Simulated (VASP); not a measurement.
Wanted: the native input for a VASP 6.6.1 run.

```
Task                   : single point
Functional             : BLYP
Potentials or basis    : VASP PAW PBE potentials, release 64 (Zr_sv)
Cutoff                 : 520 eV
k mesh                 : 15 × 15 × 4
Occupations            : fermi-dirac, width 0.1 eV
Spin                   : no spin polarisation
Dipole correction      : no
Further INCAR settings : ALGO = Normal; EDIFF = 1e-06; NBANDS = 32
```

The structure of Zr lies in POSCAR:

```
Zr
1.0
    3.2516942666      0.0000000000      0.0000000000
   -1.6258471333      2.8160498402      0.0000000000
    0.0000000000      0.0000000000     10.5721512747
Zr
4
Direct
    0.0000000000      1.0000000000      0.0000000000
    0.0000000000      1.0000000000      0.5000000000
    0.3333333333      0.6666666667      0.2500000000
    0.6666666667      0.3333333333      0.7500000000
```

The input as run:

INCAR

```
SYSTEM = Zr
PREC = Accurate ; ENCUT = 520
EDIFF = 1E-6 ; ISMEAR = -1
SIGMA = 0.1 ; LREAL = .False.
LASPH = .True. ; NELM = 60
ALGO = Normal ; ISIF = 2
LWAVE = .False. ; LCHARG = .True.
GGA = B5 ; ALDAX = 1.0
AGGAX = 1.0 ; AGGAC = 1.0
ALDAC = 0.0 ; LELF = .True.
LVHAR = .True. ; NBANDS = 32
```

KPOINTS

```
regular mesh
0
Gamma
  15 15 4
  0 0 0
```

Potentials or basis: VASP PAW PBE potentials, release 64 (Zr_sv).

Command:

```console
$ cat potpaw_PBE.64/Zr_sv/POTCAR > POTCAR
$ mpirun -np 1 vasp_std > vasp.out
```

It gave:

```yaml
Pressure: 0.2 GPa
Band_gap_on_the_k_mesh: zero (bands 24 and 25 overlap by 1.21 eV)
```

Caveat: the PAW data sets were made with another functional, which shifts forces and pressure a little.

Run time: 3 min on 1 thread of Intel(R) Xeon(R) Platinum 8488C (Sapphire Rapids), with other jobs on the host, peak memory 0.3 GiB.
